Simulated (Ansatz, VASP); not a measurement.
# Sb: VASP beside Ansatz

```
Sb
1.0
     3.43638    0.00000    0.00000
    -1.71819    2.97599    0.00000
     0.00000    0.00000    5.33000
Sb
2
Direct
  0.33333 0.66667 0.25000
  0.66667 0.33333 0.75000
```

Change from the starting cell: equal xx and yy strain of +2 %.

Alike in both runs: task single point; functional PBE; k mesh 12 × 12 × 7; occupations fermi-dirac, width 0.05 eV; no spin polarisation.

|  | VASP | Ansatz |
| --- | --- | --- |
| version | VASP 6.6.1 | Ansatz 0.2.0 |
| potentials or method | VASP PAW PBE potentials, release 64 (Sb), cutoff 520 eV | all-electron LAPW, scalar-relativistic |

VASP gave:

```
pressure (GPa)                                                : 0.2
traceless stress, the component that is largest in VASP (GPa) : -0.17
```

Problem. Which values does Ansatz return?

Solution. Pressure (GPa): 0.3; traceless stress, the component that is largest in VASP (GPa): -0.16.

Ansatz ran all-electron here, and VASP with PAW potentials.

Neither program's run includes spin-orbit coupling.
